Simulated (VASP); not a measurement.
Here is a VASP 6.6.1 calculation.

INCAR

```
SYSTEM = NaY
PREC = Accurate
ENCUT = 600
EDIFF = 1E-7
ISMEAR = -1
SIGMA = 0.15
LREAL = .False.
LASPH = .True.
NELM = 100
ALGO = Normal
ISIF = 3
LWAVE = .False.
LCHARG = .False.
GGA = PS
IBRION = 2
NSW = 80
EDIFFG = -0.001
```

Contents of KPOINTS:

```
Automatic mesh
0
Gamma
  10 10 10
  0 0 0
```

The input POSCAR:

```
NaY
1.0
    3.9581987700      0.0000000000      0.0000000000
    0.0000000000      3.9581987700      0.0000000000
    0.0000000000      0.0000000000      3.9581987700
Na Y
1 1
Direct
    0.5000000000      0.5000000000      0.5000000000
    0.0000000000      0.0000000000      0.0000000000
```

Potentials or basis: VASP PAW PBE potentials, release 64 (Na_pv, Y_sv).

Run with:

```sh
$ cat potpaw_PBE.64/Na_pv/POTCAR potpaw_PBE.64/Y_sv/POTCAR > POTCAR
$ mpirun -np 1 vasp_std > vasp.out
```

Problem. Estimate the relaxed cell.

Solution. a = 3.965 Å, b = 3.965 Å, c = 3.965 Å, α = 90.00°, β = 90.00°, γ = 90.00°.

Problem. What does it give for the space group after relaxing (to 0.05 Å)?

Solution. Pm-3m (No. 221).

Problem. Estimate the band gap on the k mesh.

Solution. Zero (band 9 reaches 2.20 eV, above the bottom of band 10 at 1.55 eV).

Problem. Estimate the relaxed volume.

Solution. 31.16 Å³/atom.

Step by step:
| step | energy change (eV) | largest force (eV/Å) | pressure (GPa) | volume (Å³) |
| --- | --- | --- | --- | --- |
| 1 | 0.0000 | 0.0000 | 0.12 | 62.01 |
| 2 | -0.0001 | 0.0000 | 0.03 | 62.23 |
| 3 | -0.0001 | 0.0000 | 0.02 | 62.27 |
| 4 | -0.0001 | 0.0000 | -0.02 | 62.35 |
| 5 | -0.0001 | 0.0000 | 0.01 | 62.32 |

Caveat: the PAW data sets were made with another functional, which shifts forces and pressure a little.
